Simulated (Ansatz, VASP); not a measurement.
**ZnS in VASP and in Ansatz**

```
Zn S
1.0
     3.74327   -0.00001   -0.00003
    -1.87165    3.24131   -0.00049
    -0.00008   -0.00192   12.25414
Zn S
4 4
Direct
  0.00015 0.00042 0.00016
  0.00003 0.00007 0.50016
  0.33336 0.66675 0.25005
  0.66650 0.33277 0.75007
  0.99997 0.99997 0.18720
  0.99988 0.99968 0.68720
  0.33335 0.66672 0.43756
  0.66676 0.33362 0.93759
```

Alike in both runs: functional LDA; k mesh 6 × 6 × 2; occupations gaussian, width 0.05 eV; no spin polarisation.

Ansatz relaxed the structure, and its values are those at the end. VASP's run is a single point on that final structure, the one shown.

```csv
,VASP,Ansatz
version,VASP 6.6.1,Ansatz 0.2.0
potentials or method,"VASP PAW LDA potentials, release 64 (Zn, S), cutoff 520 eV","scalar-relativistic, plane waves, PAW"
valence electrons in the cell,72,72
```

```tsv
	VASP	Ansatz	Ansatz less VASP
gap on the k mesh at the Fermi level (eV)	2.19	2.16	-0.035
pressure (GPa)	0.3	0.0	-0.28
```

LDA's correlation is that of Perdew and Zunger in VASP and of Perdew and Wang (1992) in Ansatz.
